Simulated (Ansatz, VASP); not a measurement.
# InSe in VASP and in Ansatz

```
CELL_PARAMETERS angstrom
1.98983 1.14883 8.15958
-1.98983 1.14883 8.15958
0.00000 -2.29765 8.15958
ATOMIC_POSITIONS crystal
In 0.99932 0.99932 0.99932
In 0.11205 0.11205 0.11205
Se 0.61350 0.61350 0.61350
Se 0.83114 0.83114 0.83114
```

Alike in both runs: functional PBEsol; dispersion D4; k mesh 12 × 12 × 12; occupations gaussian, width 0.02 eV; no spin polarisation.

Ansatz relaxed the structure, and its values are those at the end. VASP's run is a single point on that final structure, the one shown.

```csv
,VASP,Ansatz
version,VASP 6.6.1,Ansatz 0.2.0
potentials or method,"VASP PAW PBE potentials, release 64 (In_d, Se), cutoff 520 eV","scalar-relativistic, plane waves, PAW"
valence electrons in the cell,38,58
```

```tsv
	VASP	Ansatz	Ansatz less VASP
gap on the k mesh at the Fermi level (eV)	0.30	0.32	+0.013
least direct gap on the mesh (eV)	0.30	0.32	+0.013
pressure (GPa)	0.1	0.0	-0.06
rms of the force components (eV/Å)	0.012	0.000	-0.0116
```

VASP's potentials were made for PBE, not for PBEsol. VASP's potentials hold 38 valence electrons a cell and Ansatz's 58, so a difference there can come from the potentials and not from the codes.
